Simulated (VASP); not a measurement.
Na3TeH:

```
Na Te H
1.0
    -0.01624    4.71650   -0.00656
    -0.01997   -0.00656    4.74161
     9.42299   -0.03248   -0.03995
Na Te H
6 2 2
Cartesian
  2.2934 0.0487 -0.0109
  7.0273 -0.1141 -0.0192
  0.1462 2.3251 0.1314
  4.6699 2.3435 -0.0156
  -0.1283 -0.1238 2.3551
  4.7630 -0.0990 2.3701
  2.2163 2.4439 2.2476
  7.2527 2.3308 2.4841
  -0.0043 0.0488 0.0067
  4.6719 0.1025 -0.2190
```

```yaml
Program: VASP 6.6.1
Task: relaxation of cell and atoms
Functional: PBE
Potentials_or_basis: VASP PAW PBE potentials, release 64 (Na_pv, Te, H)
Cutoff: 600 eV
k_mesh: 4 × 4 × 2
Occupations: gaussian, width 0.1 eV
Spin: no spin polarisation
```

At the start: pressure 1.2 GPa; volume 21.07 Å³/atom.

How do energy, volume and symmetry change on relaxing?

Over 12 steps the energy falls by 32.1 meV/atom and the volume is 21.62 Å³/atom (+2.6 %); space group P1 (No. 1, to 0.1 Å) before, Pm-3m (No. 221, to 0.1 Å).

Step by step:
| step | energy change (eV) | largest force (eV/Å) | pressure (GPa) | volume (Å³) |
| --- | --- | --- | --- | --- |
| 1 | 0.0000 | 0.8472 | 1.18 | 210.73 |
| 2 | -0.1145 | 0.6371 | 0.43 | 215.49 |
| 3 | -0.2121 | 0.2804 | -0.83 | 225.93 |
| 4 | -0.2529 | 0.2440 | -0.51 | 221.96 |
| 5 | -0.2888 | 0.1589 | 0.28 | 214.08 |
| 6 | -0.3017 | 0.1256 | 0.16 | 214.97 |
| 7 | -0.3142 | 0.0798 | -0.09 | 217.02 |
| 8 | -0.3173 | 0.0437 | 0.00 | 216.08 |
| 9 | -0.3183 | 0.0462 | 0.11 | 215.08 |
| 10 | -0.3197 | 0.0326 | -0.01 | 216.22 |
| 11 | -0.3198 | 0.0339 | -0.05 | 216.59 |
| 12 | -0.3206 | 0.0148 | -0.02 | 216.25 |

Final structure:
```
Na Te H
1.0
     0.00029    4.76380    0.00034
     0.00142    0.00049    4.76504
     9.52636    0.00050    0.00227
Na Te H
6 2 2
Direct
  0.00194 0.99882 0.24999
  0.99941 0.00083 0.74972
  0.49957 0.00300 0.00014
  0.50061 0.99683 0.50001
  0.99908 0.50129 0.99990
  0.00100 0.49880 0.50027
  0.50008 0.50003 0.24959
  0.49922 0.49979 0.75018
  0.99932 0.00163 0.00006
  0.99978 0.99899 0.50014
```
